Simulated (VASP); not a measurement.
BiMo:

```
CELL_PARAMETERS angstrom
0.00000 2.82743 2.82743
2.82743 0.00000 2.82743
2.82743 2.82743 0.00000
ATOMIC_POSITIONS crystal
Mo 0.50000 0.50000 0.50000
Bi 0.00000 0.00000 0.00000
```

Base run:

```yaml
Program: VASP 6.6.1
Functional: r2SCAN
Potentials_or_basis: VASP PAW PBE potentials, release 64 (Mo_sv, Bi_d)
Cutoff: 520 eV
k_mesh: 10 × 10 × 10
Occupations: tetrahedron
Spin: no spin polarisation
Hubbard_terms: Mo d U = 8.0 eV
```

Its results: band gap on the k mesh zero (an odd number of electrons rules out a gap without spin polarisation); pressure 8.3 GPa.

**Question.** The run is repeated on the same cell with these changes: occupations from tetrahedron to gaussian, width 0.05 eV; hubbard terms from Mo d U = 8.0 eV to none. What comes out?

**Answer.** Band gap on the k mesh zero (an odd number of electrons rules out a gap without spin polarisation); pressure 0.3 GPa.

Caveats: the PAW data sets were made with another functional, which shifts forces and pressure a little; spin-orbit coupling is left out, which moves the levels of the heavy elements; the cell stands under pressure (at least some runs); U without spin polarisation on a metal has little footing (at least some runs); the U is typed as a test and isn't derived for this compound (at least some runs); tetrahedron occupations give inexact forces and stress in metals (at least some runs).
